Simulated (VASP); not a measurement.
# WS2 in VASP: a series of runs, part 2 of 2

VASP 6.6.1.

## 4. Single point, PBEsol (strain +0.025 along x and y, -0.050 along z)

The input, INCAR:

```
  PREC = Accurate
  ENCUT = 520
  EDIFF = 1E-7
  ISMEAR = 0
  SIGMA = 0.05
  LREAL = False
  LASPH = True
  NELM = 80
  ALGO = Normal
  ISIF = 2
  LWAVE = False
  LCHARG = True
  GGA = PS
  LELF = True
  LVHAR = True
  NBANDS = 20
```

The input, KPOINTS:

```
regular mesh
0
Gamma
  12 12 2
```

The input, POSCAR:

```
WS2
1.0
    3.2244206304      0.0000000000      0.0000000000
   -1.6122103152      2.7924301784      0.0000000000
    0.0000000000      0.0000000000     16.1057500304
W S
1 2
Direct
    0.3333333333      0.6666666667      0.0000000000
    0.6666666667      0.3333333333      0.9075761491
    0.6666666667      0.3333333333      0.0924238509
```

Potentials or basis: VASP PAW PBE potentials, release 64 (W_sv, S).

On the command line:

```
> cat potpaw_PBE.64/W_sv/POTCAR potpaw_PBE.64/S/POTCAR > POTCAR
> mpirun -np 1 vasp_std > vasp.out
```

OUTCAR:

```text
PREC = Accurate
   ENCUT = 520
   EDIFF = 1E-7
   ISMEAR = 0
   LREAL = False
   LASPH = True
   NELM = 80
   ISIF = 2
   GGA = PS

 ion  position               nearest neighbor table
   1  0.333  0.667  0.000-   2 2.38   3 2.38   2 2.38   3 2.38   2 2.38   3 2.38
   2  0.667  0.333  0.908-   1 2.38   1 2.38   1 2.38
   3  0.667  0.333  0.092-   1 2.38   1 2.38   1 2.38

  LATTYP: Found a hexagonal cell.
 ALAT       =     3.2244206304
 C/A-ratio  =     4.9949283535

  Lattice vectors:

 A1 = (   3.2244206304,   0.0000000000,   0.0000000000)
 A2 = (  -1.6122103152,   2.7924301784,   0.0000000000)
 A3 = (   0.0000000000,   0.0000000000,  16.1057500304)

Analysis of symmetry for initial positions (statically):
=====================================================================
 Subroutine PRICEL returns:
 Original cell was already a primitive cell.

 Routine SETGRP: Setting up the symmetry group for a
 hexagonal supercell.

 Subroutine GETGRP returns: Found 12 space group operations
 (whereof 12 operations were pure point group operations)
 out of a pool of 24 trial point group operations.

The static configuration has the point symmetry D_3h.

Analysis of symmetry for dynamics (positions and initial velocities):
=====================================================================
 Subroutine PRICEL returns:
 Original cell was already a primitive cell.

 Routine SETGRP: Setting up the symmetry group for a
 hexagonal supercell.

 Subroutine GETGRP returns: Found 12 space group operations
 (whereof 12 operations were pure point group operations)
 out of a pool of 24 trial point group operations.

The dynamic configuration has the point symmetry D_3h.

 Subroutine INISYM returns: Found 12 space group operations
 (whereof 12 operations are pure point group operations),
 and found     1 'primitive' translations

[... 113 lines left out ...]
   IALGO  =     38    algorithm
   IMIX   =      4    mixing-type and parameters
     AMIX     =   0.40;   BMIX     =  1.00
     AMIX_MAG =   1.60;   BMIX_MAG =  1.00
  volume/ion in A,a.u.               =      48.34       326.20
  Fermi-wavevector in a.u.,A,eV,Ry     =   0.923126  1.744455 11.594361  0.852162
  Thomas-Fermi vector in A             =   2.048728
   LORBIT       =      0    0 simple, 1 ext, 2 COOP (PROOUT), +10 PAW based schemes
   GGA     = PS    functional components
   LHFCALC =     F    Hartree Fock is set to
   AEXX    =    0.0000 exact exchange contribution
   IVDW    =     0    specifies the selected vdW correction
   LEPSILON=     F    determine dielectric tensor
   LRPA    =     F    only Hartree local field effects (RPA)
 non-spin polarized calculation
 Gauss-broadening in eV      SIGMA  =   0.05
  energy-cutoff  :      520.00
  volume of cell :      145.02
 maximum number of plane-waves:      3949
 NGX is ok and might be reduce to    24
   NGX = 11   NGY = 11   NGZ = 59

 number of electron      26.0000003 magnetization

 Free energy of the ion-electron system (eV)
  ---------------------------------------------------
  ext. energy  EPLUGINS =         0.00000000
  ---------------------------------------------------
  free energy    TOTEN  =       -25.13629137 eV

  energy without entropy =      -25.13629137  energy(sigma->0) =      -25.13629137

 E-fermi :  -0.4876     XC(G=0):  -4.6712

 val. band max:       -0.8634135418   @ k =   0.0000   0.0000   0.5000
 cond. band min:       0.1559255852   @ k =   0.3333   0.3333   0.5000
 fundamental gap:      1.0193391270
 Fermi energy:        -0.4875629901

 k-point     1 :       0.0000    0.0000    0.0000
  band No.  band energies     occupation
      1     -75.1743      2.00000
      2     -39.4137      2.00000
      3     -39.3235      2.00000
      4     -39.3235      2.00000
      5     -16.1129      2.00000
      6     -14.1537      2.00000
[... 541 lines left out ...]
     19       6.0826      0.00000
     20       6.2954      0.00000

 [... further k-points ...]

------------------------ aborting loop because EDIFF is reached ----------------------------------------

  FORCE on cell =-STRESS in cart. coord.  units (eV):
  Direction    XX          YY          ZZ          XY          YZ          ZX
  --------------------------------------------------------------------------------------
  -------------------------------------------------------------------------------------
  Total       -1.1274846     -1.1274846      3.2522952     -0.0000000      0.0000000      0.0000000
  in kB      -12.4567921    -12.4567921     35.9323456     -0.0000000      0.0000000      0.0000000
  external PRESSURE =       3.6729205 kB  Pullay stress =       0.0000000 kB

 VOLUME and BASIS-vectors are now :
 -----------------------------------------------------------------------------
  energy-cutoff  :      520.00
  volume of cell :      145.02
      direct lattice vectors                 reciprocal lattice vectors
     3.224420630  0.000000000  0.000000000     0.310133235  0.179055507  0.000000000
    -1.612210315  2.792430178  0.000000000     0.000000000  0.358111013  0.000000000
     0.000000000  0.000000000 16.105750030     0.000000000  0.000000000  0.062089626

 POSITION                                       TOTAL-FORCE (eV/Angst)
 -----------------------------------------------------------------------------------
     -0.00000      1.86162      0.00000         0.000000      0.000000      0.000000
      1.61221      0.93081     14.61719        -0.000000      0.000000     -1.101878
      1.61221      0.93081      1.48856        -0.000000     -0.000000      1.101878
 -----------------------------------------------------------------------------------
    total drift:                               -0.000000      0.000000     -0.000000

  FREE ENERGIE OF THE ION-ELECTRON SYSTEM (eV)
  ---------------------------------------------------
  free  energy   TOTEN  =       -25.1362913744 eV

  energy  without entropy=      -25.1362913744  energy(sigma->0) =      -25.13629137
```

OSZICAR:

```text
N       E                     dE             d eps       ncg     rms          rms(c)
DAV:   1     0.179889624609E+03    0.17989E+03   -0.13970E+04  1824   0.109E+03
DAV:   2    -0.127419423230E+02   -0.19263E+03   -0.18688E+03  1900   0.262E+02
DAV:   3    -0.262095876233E+02   -0.13468E+02   -0.13356E+02  2000   0.670E+01
[... 14 lines left out ...]
DAV:  18    -0.251362847375E+02   -0.27954E-04   -0.14453E-06  1656   0.376E-03    0.167E-03
DAV:  19    -0.251362898150E+02   -0.50775E-05   -0.18959E-07  1728   0.145E-03    0.859E-04
DAV:  20    -0.251362910273E+02   -0.12123E-05   -0.30936E-08  1364   0.567E-04    0.285E-04
DAV:  21    -0.251362913248E+02   -0.29753E-06   -0.77320E-09  1384   0.311E-04    0.205E-04
DAV:  22    -0.251362913744E+02   -0.49604E-07   -0.12097E-09  1164   0.164E-04
   1 F= -.25136291E+02 E0= -.25136291E+02  d E =-.562185E-28
```

stdout:

```text
POSCAR found type information on POSCAR W S
 POSCAR found :  2 types and       3 ions
 scaLAPACK will be used
 -----------------------------------------------------------------------------
|                                                                             |
|                                                                             |
|     You enforced a specific xc type in the INCAR file but a different       |
|     I HOPE YOU KNOW WHAT YOU ARE DOING!                                     |
|                                                                             |
 -----------------------------------------------------------------------------

 LDA part: xc-table for (Slater+PW92), standard interpolation
 POSCAR, INCAR and KPOINTS ok, starting setup
 FFT: planning ... GRIDC
 FFT: planning ... GRID_SOFT
 FFT: planning ... GRID
 WAVECAR not read
 entering main loop
```

It took 1.8 min on 1 thread of Intel Xeon Platinum 8488C (Sapphire Rapids), shared host; peak memory 0.29 GiB.

Results:

| Quantity | Value |
| --- | --- |
| Free energy | -25.1363 eV |
| Largest force | 1.102 eV/Å |
| Band gap on the k mesh | 1.02 eV, indirect (least direct gap 1.49 eV) |

Forces in eV/Å, atoms in the order of the input:
```
W    0.000  0.000  0.000
S    0.000  0.000 -1.102
S    0.000  0.000  1.102
```

Caveat: the cell differs from its parent crystal (strain +0.025 along x and y, -0.050 along z); the PAW data sets were made with another functional, which shifts forces and pressure a little; spin-orbit coupling is left out, which moves the levels of the heavy elements.

## 5. Single point, PBEsol (strain +0.000 along x and y, +0.025 along z)

The input, INCAR:

```
SYSTEM = WS2
  ALGO = Normal
  EDIFF = 1E-7
  ENCUT = 520
  GGA = PS
  ISIF = 2
  ISMEAR = 0
  LASPH = .True.
  LCHARG = .False.
  LREAL = .False.
  LWAVE = .False.
  NBANDS = 20
  NELM = 60
  PREC = Accurate
  SIGMA = 0.05
```

The input, KPOINTS:

```
k-points
0
Gamma
  12 12 2
  0 0 0
```

The input, POSCAR:

```
WS2
1.0
    3.1457762248      0.0000000000      0.0000000000
   -1.5728881124      2.7243221253      0.0000000000
    0.0000000000      0.0000000000     17.3772566117
W S
1 2
Direct
    0.3333333333      0.6666666667      0.0000000000
    0.6666666667      0.3333333333      0.9075761491
    0.6666666667      0.3333333333      0.0924238509
```

On the command line:

```
> cat potpaw_PBE.64/W_sv/POTCAR potpaw_PBE.64/S/POTCAR > POTCAR
> mpirun -np 1 vasp_std > vasp.out
```

Run time: 2.4 min. Hardware: 1 thread of Intel Xeon Platinum 8488C (Sapphire Rapids), shared host; peak memory 0.31 GiB.

The run converged. Its results:

- Free energy: -25.2202 eV
- Largest force: 0.741 eV/Å
- Band gap on the k mesh: 1.86 eV, indirect (least direct gap 2.04 eV)

Forces on the atoms (eV/Å):
```
W    0.000  0.000  0.000
S    0.000  0.000  0.741
S    0.000  0.000 -0.741
```

Levels at points of the mesh, in eV from the valence-band top:
```tsv
k point	band 11	band 12	band 13	band 14	band 15	band 16
(0.00, 0.00, 0.00)	-1.42	-1.42	-0.31	2.95	2.95	3.02
(0.50, 0.00, 0.00)	-2.31	-1.10	-1.00	3.02	3.33	3.96
(0.00, 0.00, 0.50)	-1.42	-1.42	-0.31	2.95	2.95	3.02
(0.50, 0.00, 0.50)	-2.31	-1.10	-1.00	3.02	3.33	3.96
```

Caveat: the cell differs from its parent crystal (strain +0.000 along x and y, +0.025 along z); the PAW data sets were made with another functional, which shifts forces and pressure a little; spin-orbit coupling is left out, which moves the levels of the heavy elements.

## 6. Single point, PBEsol (strain +0.025 along x and y, -0.025 along z)

The input, INCAR:

```
ALGO = Normal ; EDIFF = 1E-6
ENCUT = 520 ; GGA = PS
ISIF = 2 ; ISMEAR = 0
LASPH = T ; LCHARG = F
LREAL = F ; LWAVE = F
NBANDS = 20 ; NELM = 100
PREC = Accurate ; SIGMA = 0.05
```

The input, KPOINTS:

```
k-points
0
Gamma
  12 12 2
```

The input, POSCAR:

```
WS2
1.0
    3.2244206304      0.0000000000      0.0000000000
   -1.6122103152      2.7924301784      0.0000000000
    0.0000000000      0.0000000000     16.5295855575
W S
1 2
Direct
    0.3333333333      0.6666666667      0.0000000000
    0.6666666667      0.3333333333      0.9075761491
    0.6666666667      0.3333333333      0.0924238509
```

Potentials or basis: VASP PAW PBE potentials, release 64 (W_sv, S).

On the command line:

```
> cat potpaw_PBE.64/W_sv/POTCAR potpaw_PBE.64/S/POTCAR > POTCAR
> mpirun -np 1 vasp_std > vasp.out
```

It took 2 min on 1 thread of Intel Xeon Platinum 8488C (Sapphire Rapids), shared host; peak memory 0.29 GiB.

It converged, with:

```
Free energy            : -25.1886 eV
Largest force          : 0.250 eV/Å
Band gap on the k mesh : 1.32 eV, indirect (least direct gap 1.58 eV)
```

Forces in eV/Å, atoms in the order of the input:
```
W    0.000  0.000  0.000
S    0.000  0.000 -0.250
S    0.000  0.000  0.250
```

Levels at points of the mesh, in eV from the valence-band top:
```
           k point  band 11  band 12  band 13  band 14  band 15  band 16
(0.00, 0.00, 0.00)    -2.03    -2.03     0.00     2.60     2.60     2.89
(0.50, 0.00, 0.00)    -2.13    -1.65    -1.10     2.43     2.92     3.87
(0.00, 0.00, 0.50)    -2.03    -2.03     0.00     2.60     2.60     2.89
(0.50, 0.00, 0.50)    -2.13    -1.65    -1.10     2.43     2.92     3.86
```

Caveat: the cell differs from its parent crystal (strain +0.025 along x and y, -0.025 along z); the PAW data sets were made with another functional, which shifts forces and pressure a little; spin-orbit coupling is left out, which moves the levels of the heavy elements.

## 7. Summary

```csv
cell,gap on the mesh (eV),largest force (eV/Å)
"a = 3.067, b = 3.067, c = 17.377 Å, angles 90.0, 90.0, 120.0°, 3 atoms",1.82,0.17
"a = 3.067, b = 3.067, c = 17.801 Å, angles 90.0, 90.0, 120.0°, 3 atoms",1.67,0.93
"a = 3.224, b = 3.224, c = 16.106 Å, angles 90.0, 90.0, 120.0°, 3 atoms",1.02,1.10
"a = 3.146, b = 3.146, c = 17.377 Å, angles 90.0, 90.0, 120.0°, 3 atoms",1.86,0.74
"a = 3.224, b = 3.224, c = 16.530 Å, angles 90.0, 90.0, 120.0°, 3 atoms",1.32,0.25
```

Alike in all rows: task single point; level PBEsol; potentials or basis VASP PAW PBE potentials, release 64 (W_sv, S); no spin polarisation; k mesh 12 × 12 × 2; cutoff (eV) 520; smearing gaussian 0.05 eV.

Caveats: the PAW data sets were made with another functional, which shifts forces and pressure a little; spin-orbit coupling is left out, which moves the levels of the heavy elements.

Absolute energies hang on the potentials; compare differences alone.
